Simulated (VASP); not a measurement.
Input of a VASP 6.6.1 run:

INCAR

```
SYSTEM = CdTe
  PREC = Accurate
  ENCUT = 520
  EDIFF = 1E-7
  ISMEAR = -1
  SIGMA = 0.05
  LREAL = .False.
  LASPH = .True.
  NELM = 60
  ALGO = Normal
  ISIF = 2
  LWAVE = .False.
  LCHARG = .False.
  GGA = PE
  NBANDS = 16
```

The input KPOINTS:

```
regular mesh
0
Gamma
  7 7 7
  0 0 0
```

POSCAR

```
CdTe
1.0
    0.0000000000      3.2678590959      3.2678590959
    3.2678590959      0.0000000000      3.2678590959
    3.2678590959      3.2678590959      0.0000000000
Te Cd
1 1
Direct
    0.7500000000      0.7500000000      0.7500000000
    0.0000000000      0.0000000000      0.0000000000
```

Potentials or basis: VASP PAW PBE potentials, release 64 (Te, Cd).

Command:

```sh
$ cat potpaw_PBE.64/Te/POTCAR potpaw_PBE.64/Cd/POTCAR > POTCAR
$ mpirun -np 1 vasp_std > vasp.out
```

Problem. What does it give for the band gap on the k mesh?

Solution. 0.69 eV, direct.

Problem. Estimate the pressure.

Solution. 1.6 GPa.

Caveat: spin-orbit coupling is left out, which moves the levels of the heavy elements.
